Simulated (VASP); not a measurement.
Wanted: the native input for a VASP 6.6.1 run.

- Task: single point
- Functional: r2SCAN
- Potentials or basis: VASP PAW PBE potentials, release 64 (F, Br, Li_sv)
- Cutoff: 520 eV
- k mesh: 8 × 8 × 8
- Occupations: fermi-dirac, width 0.02 eV
- Spin: no spin polarisation
- Dipole correction: no
- Further INCAR settings: ALGO = Normal; EDIFF = 1e-06; NBANDS = 18

The system is Li2BrF.

```
F Br Li
1.0
     1.73538    1.00192    5.46846
    -1.73538    1.00192    5.46846
     0.00000   -2.00384    5.46846
F Br Li
1 1 2
Direct
  0.00000 0.00000 0.00000
  0.50000 0.50000 0.50000
  0.26702 0.26702 0.26702
  0.73298 0.73298 0.73298
```

The input as run:

POSCAR

```
Li2BrF
1.0
    1.7353772104      1.0019204996      5.4684601406
   -1.7353772104      1.0019204996      5.4684601406
    0.0000000000     -2.0038409992      5.4684601406
F Br Li
1 1 2
Direct
    1.0000000000      0.0000000000      0.0000000000
    0.5000000000      0.5000000000      0.5000000000
    0.2670198433      0.2670198433      0.2670198433
    0.7329801567      0.7329801567      0.7329801567
```

INCAR.step1

```
SYSTEM = Li2BrF
PREC = Accurate
ENCUT = 520
ISMEAR = -1
SIGMA = 0.02
LREAL = .FALSE.
LASPH = .TRUE.
NELM = 60
NBANDS = 18
GGA = PE
ALGO = Normal
EDIFF = 1E-4
LWAVE = .TRUE.
LCHARG = .FALSE.
```

INCAR.step2

```
SYSTEM = Li2BrF
PREC = Accurate
ENCUT = 520
EDIFF = 1E-6
ISMEAR = -1
SIGMA = 0.02
LREAL = .FALSE.
LASPH = .TRUE.
NELM = 60
ALGO = Normal
ISIF = 2
LWAVE = .FALSE.
LCHARG = .FALSE.
METAGGA = R2SCAN
LMIXTAU = .TRUE.
NBANDS = 18
ISTART = 1
```

KPOINTS

```
Automatic mesh
0
G
  8 8 8
  0 0 0
```

Potentials or basis: VASP PAW PBE potentials, release 64 (F, Br, Li_sv).

The run is started by

```sh
$ cat potpaw_PBE.64/F/POTCAR potpaw_PBE.64/Br/POTCAR potpaw_PBE.64/Li_sv/POTCAR > POTCAR
$ cp INCAR.step1 INCAR
$ mpirun -np 1 vasp_std > vasp.out
$ cp INCAR.step2 INCAR
$ mpirun -np 1 vasp_std > vasp.out
```

It gave:

```json
{
  "Largest force": "0.015 eV/Å",
  "Band gap on the k mesh": "4.16 eV, direct"
}
```

Caveat: the PAW data sets were made with another functional, which shifts forces and pressure a little.

Run time: 8.9 min on 1 thread of Intel(R) Xeon(R) Platinum 8375C CPU @ 2.90GHz (Ice Lake), on a shared host, peak memory 0.38 GiB.
